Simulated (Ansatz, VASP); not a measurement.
Two plane-wave programs on AsAu

```
Au As
1.0
     0.00000    2.92028    2.92028
     2.92028    0.00000    2.92028
     2.92028    2.92028    0.00000
Au As
1 1
Direct
  0.00000 0.00000 0.00000
  0.25000 0.25000 0.25000
```

Alike in both runs: functional PBE; k mesh 11 × 11 × 11; occupations fermi-dirac, width 0.08 eV; no spin polarisation.

Ansatz relaxed the structure, and its values are those at the end. VASP's run is a single point on that final structure, the one shown.

|  | VASP | Ansatz |
| --- | --- | --- |
| version | VASP 6.6.1 | Ansatz 0.2.0 |
| potentials or method | VASP PAW PBE potentials, release 64 (Au, As) | PAW with Ansatz's default frozen-core files, scalar-relativistic |
| plane-wave cutoff (eV) | 520 | 420 |
| valence electrons in the cell | 16 | 34 |

VASP gave:

| Quantity | Value |
| --- | --- |
| pressure (GPa) | -0.1 |

Task: What did Ansatz give for the same quantities?

Result: Pressure (GPa): 0.0.

VASP's potentials hold 16 valence electrons a cell and Ansatz's 34, so a difference there can come from the potentials and not from the codes.

Neither program's run includes spin-orbit coupling.
